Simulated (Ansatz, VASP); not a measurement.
**One calculation of In, two programs**

```
CELL_PARAMETERS angstrom
1.41226 -2.63670 0.00000
1.41226 2.63670 0.00000
0.00000 0.00000 4.11759
ATOMIC_POSITIONS crystal
In 0.00000 0.00000 0.00000
```

Alike in both runs: task single point; functional PBE; k mesh 8 × 8 × 4; occupations gaussian, width 0.1 eV; no spin polarisation.

```csv
,VASP,Ansatz
version,VASP 6.6.1,Ansatz 0.2.0
potentials or method,"VASP PAW PBE potentials, release 64 (In_d), cutoff 520 eV","scalar-relativistic, plane waves, PAW"
valence electrons in the cell,13,13
```

```tsv
	VASP	Ansatz	Ansatz less VASP
gap on the k mesh at the Fermi level (eV)	none	none	-
pressure (GPa)	6.6	6.6	+0.02
traceless stress, the component that is largest in VASP (GPa)	-10.55	-10.55	-0.003
```

A gap of «none» marks a metal or a gap that the smearing closes.

The k mesh is coarse, so the values compare programs but aren't converged.
